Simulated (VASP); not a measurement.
Crystal: WS.

```
CELL_PARAMETERS angstrom
3.24044 0.00000 0.00000
0.00000 3.24044 0.00000
0.00000 0.00000 3.24044
ATOMIC_POSITIONS crystal
W 0.00000 0.00000 0.00000
S 0.50000 0.50000 0.50000
```

* Program: VASP 6.6.1
* Task: relaxation of cell and atoms
* Functional: PBE
* Potentials or basis: VASP PAW PBE potentials, release 64 (W_sv, S)
* Cutoff: 600 eV
* k mesh: 12 × 12 × 12
* Occupations: gaussian, width 0.02 eV
* Spin: no spin polarisation
* Hubbard terms: W d U = 6.2 eV

At the start: pressure -24.8 GPa; volume 17.01 Å³/atom.

Question: How do energy, volume and symmetry change on relaxing?

Answer: Over 7 steps the energy falls by 263.3 meV/atom and the volume is 14.17 Å³/atom (-16.7 %); space group Pm-3m (No. 221, to 0.05 Å).

Step by step:
| step | energy change (eV) | largest force (eV/Å) | pressure (GPa) | volume (Å³) |
| --- | --- | --- | --- | --- |
| 1 | 0.0000 | 0.0000 | -24.78 | 34.03 |
| 2 | 0.6627 | 0.0000 | 82.22 | 22.64 |
| 3 | -0.5242 | 0.0000 | -2.37 | 28.66 |
| 4 | -0.5264 | 0.0000 | -0.70 | 28.44 |
| 5 | -0.5265 | 0.0000 | 0.13 | 28.33 |
| 6 | -0.5265 | 0.0000 | -0.18 | 28.37 |
| 7 | -0.5265 | 0.0000 | -0.03 | 28.35 |

Final structure:
```
CELL_PARAMETERS angstrom
3.04912 0.00000 0.00000
0.00000 3.04912 0.00000
0.00000 0.00000 3.04912
ATOMIC_POSITIONS crystal
W 0.00000 0.00000 0.00000
S 0.50000 0.50000 0.50000
```

Caveat: the electronic state changed during the relaxation; the volume moved by over 15 % at a fixed basis, so the end points are rough; U without spin polarisation on a metal has little footing.
